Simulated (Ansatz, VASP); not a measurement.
MnO: VASP beside Ansatz

```
CELL_PARAMETERS angstrom
0.00000 2.24137 2.24137
2.24137 0.00000 2.24137
2.24137 2.24137 0.00000
ATOMIC_POSITIONS crystal
Mn 0.00000 0.00000 0.00000
O 0.50000 0.50000 0.50000
```

Alike in both runs: task single point; functional LDA; k mesh 10 × 10 × 10; occupations fermi-dirac, width 0.3 eV; collinear spin.

|  | VASP | Ansatz |
| --- | --- | --- |
| version | VASP 6.6.1 | Ansatz 0.2.0 |
| potentials or method | VASP PAW LDA potentials, release 64 (Mn_pv, O), cutoff 520 eV | plane waves, PAW |
| valence electrons in the cell | 19 | 21 |

Ansatz gave:

- net moment per atom (μB): 2.23
- size of the moment on the site where the two differ most (μB): 3.82

Problem. Estimate VASP's values.

Solution. net moment per atom (μB): 2.19; size of the moment on the site where the two differ most (μB): 4.00.

LDA's correlation is that of Perdew and Zunger in VASP and of Perdew and Wang (1992) in Ansatz. Site moments also hang on the region over which each program counts them. VASP's potentials hold 19 valence electrons a cell and Ansatz's 21, so a difference there can come from the potentials and not from the codes. Ansatz's warnings: moment headroom below auto, stability check not made.
